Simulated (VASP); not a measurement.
Set up this calculation in VASP 6.6.1, as the native input.

```yaml
Task: single point
Functional: r2SCAN
Dispersion: D3(BJ)
Potentials_or_basis: VASP PAW PBE potentials, release 64 (Ge_d)
Cutoff: 550 eV
k_mesh: 5 × 5 × 5
Occupations: fermi-dirac, width 0.05 eV
Spin: no spin polarisation
Dipole_correction: no
Further_INCAR_settings: ALGO = Normal; EDIFF = 1e-06; NBANDS = 21
```

Crystal: Ge.

```
CELL_PARAMETERS angstrom
0.00000 2.83000 2.83000
2.83000 0.00000 2.83000
2.83000 2.83000 0.00000
ATOMIC_POSITIONS crystal
Ge 0.00000 0.00000 0.00000
Ge 0.25000 0.25000 0.25000
```

These files were run (other wordings do the same):

POSCAR

```
Ge
1.0
    0.0000000000      2.8300000000      2.8300000000
    2.8300000000      0.0000000000      2.8300000000
    2.8300000000      2.8300000000      0.0000000000
Ge
2
Direct
    1.0000000000      1.0000000000      1.0000000000
    0.2500000000      0.2500000000      0.2500000000
```

INCAR.step1

```
SYSTEM = Ge
PREC = Accurate
ENCUT = 550
ISMEAR = -1
SIGMA = 0.05
LREAL = .False.
LASPH = .True.
NELM = 120
NBANDS = 21
GGA = PE
ALGO = Normal
EDIFF = 1E-5
LWAVE = .True.
LCHARG = .False.
GGA_COMPAT = .False.
```

INCAR.step2

```
SYSTEM = Ge
PREC = Accurate
ENCUT = 550
EDIFF = 1E-6
ISMEAR = -1
SIGMA = 0.05
LREAL = .False.
LASPH = .True.
NELM = 120
ALGO = Normal
ISIF = 2
LWAVE = .False.
LCHARG = .True.
METAGGA = R2SCAN
LMIXTAU = .True.
IVDW = 12
LELF = .True.
LVHAR = .True.
NBANDS = 21
VDW_S6 = 1.0
VDW_S8 = 0.78981345
VDW_A1 = 0.49484001
VDW_A2 = 5.73083694
ISTART = 1
GGA_COMPAT = .False.
```

KPOINTS

```
regular mesh
0
Gamma
  5 5 5
  0 0 0
```

Potentials or basis: VASP PAW PBE potentials, release 64 (Ge_d).

Run with:

```console
$ cat potpaw_PBE.64/Ge_d/POTCAR > POTCAR
$ cp INCAR.step1 INCAR
$ mpirun -np 1 vasp_std > vasp.out
$ cp INCAR.step2 INCAR
$ mpirun -np 1 vasp_std > vasp.out
```

Results of the run:

- Pressure: -0.3 GPa
- Band gap on the k mesh: 0.40 eV
- Dispersion energy per atom: -0.139 eV

Caveat: three body term missing; semilocal functionals underestimate gaps, and a narrow one can read as zero; the PAW data sets were made with another functional, which shifts forces and pressure a little; an odd mesh through Γ misses points on the zone boundary, where band edges can lie.

It took 70 s on 1 thread of Intel Xeon 8259CL, with other jobs on the host, peak memory 0.19 GiB.
